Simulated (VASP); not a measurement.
Wanted: the native input for a VASP 6.6.1 run.

```yaml
Task: single point
Functional: PBE
Potentials_or_basis: VASP PAW PBE potentials, release 64 (B, As)
Cutoff: 520 eV
k_mesh: 6 × 6 × 4
Occupations: gaussian, width 0.1 eV
Spin: no spin polarisation
Dipole_correction: no
Further_INCAR_settings: ALGO = Normal; EDIFF = 1e-07; NBANDS = 14
```

The structure of BAs2 lies in POSCAR:

```
BAs2
1.0
    4.4812557050      0.0000000035      0.0000000000
   -2.2406278555      3.8808812796      0.0000000000
    0.0000000000      0.0000000000      2.8237772924
B As
1 2
Direct
    0.0000000000      0.0000000000      0.0000000000
    0.3333333333      0.6666666667      0.5000000000
    0.6666666667      0.3333333333      0.5000000000
```

One way to write it, as run:

INCAR

```
ALGO     = Normal         # electronic algorithm
EDIFF    = 1E-7           # SCF threshold, eV
ENCUT    = 520            # plane-wave cutoff, eV
GGA      = PE             # functional
ISIF     = 2              # what is computed and relaxed
ISMEAR   = 0              # smearing method
LASPH    = T              # aspherical terms in the spheres
LCHARG   = F              # write CHGCAR
LREAL    = F              # projectors in reciprocal space
LWAVE    = F              # write WAVECAR
NBANDS   = 14             # bands
NELM     = 80             # most SCF steps
PREC     = Accurate       # precision mode
SIGMA    = 0.1            # smearing width, eV
```

KPOINTS

```
k-points
0
Gamma
  6 6 4
```

Potentials or basis: VASP PAW PBE potentials, release 64 (B, As).

Run with:

```console
$ cat potpaw_PBE.64/B/POTCAR potpaw_PBE.64/As/POTCAR > POTCAR
$ mpirun -np 1 vasp_std > vasp.out
```

It gave:

* Pressure: 0.4 GPa

Caveat: the k points lie up to 0.56 Å⁻¹ apart.

Wall time 9.8 s on 1 thread of Intel(R) Xeon(R) Platinum 8488C (Sapphire Rapids), on a shared host, peak memory 0.17 GiB.
